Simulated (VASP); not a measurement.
# Ni: single point with PBE

Ni:

```xyz
2
Lattice="-1.8015 -3.6030 -1.8015 -1.8015 0.0000 -1.8015 1.8015 0.0000 -1.8015" Properties=species:S:1:pos:R:3 pbc="T T T"
Ni    0.0000    0.0000    0.0000
Ni    0.0000   -1.8015   -1.8015
```

* Program: VASP 6.6.1
* Task: single point
* Functional: PBE
* Potentials or basis: VASP PAW PBE potentials, release 64 (Ni)
* Cutoff: 600 eV
* k mesh: 8 × 14 × 11
* Occupations: fermi-dirac, width 0.1 eV
* Spin: collinear spin, antiferromagnetic start
* Starting moments: [2.0, -2.0] μB
* Dipole correction: no
* Further INCAR settings: ALGO = Normal; EDIFF = 1e-06; NBANDS = 21; ISYM = 0

The pressure is -12.3 GPa and the band gap on the k mesh is zero (filled and empty bands overlap). The net moment is 0.00 μB per cell and the valence electrons inside the program's atomic spheres are Ni 9.19.

Stress tensor (GPa, compression positive):
```
-12.20   0.00  -0.05
  0.00 -12.39   0.00
 -0.05   0.00 -12.20
```

Levels at points of the mesh, in eV from the Fermi level:
Spin up:
```csv
k point,band 7,band 8,band 9,band 10,band 11,band 12,band 13,band 14
"(0.00, 0.00, 0.00)",-0.70,-0.70,-0.06,0.12,0.12,2.56,8.89,14.35
"(0.50, 0.00, 0.00)",-0.92,-0.92,-0.91,-0.91,-0.38,-0.38,18.55,18.55
"(0.00, 0.50, 0.00)",-0.04,-0.04,-0.04,-0.04,-0.02,-0.02,5.56,5.56
"(0.50, 0.50, 0.00)",-1.10,-1.10,-0.72,-0.72,1.30,1.30,11.20,11.20
```
Spin down:
```csv
k point,band 7,band 8,band 9,band 10,band 11,band 12,band 13,band 14
"(0.00, 0.00, 0.00)",-0.70,-0.70,-0.06,0.12,0.12,2.56,8.89,14.35
"(0.50, 0.00, 0.00)",-0.92,-0.92,-0.91,-0.91,-0.38,-0.38,18.55,18.55
"(0.00, 0.50, 0.00)",-0.04,-0.04,-0.04,-0.04,-0.02,-0.02,5.56,5.56
"(0.50, 0.50, 0.00)",-1.10,-1.10,-0.72,-0.72,1.30,1.30,11.20,11.20
```

Run time: 11 min on 1 thread of Intel Xeon 6975P-C (shared host), peak memory 0.56 GiB.

Caveat: the starting moments collapsed, and a magnetic state may lie lower.
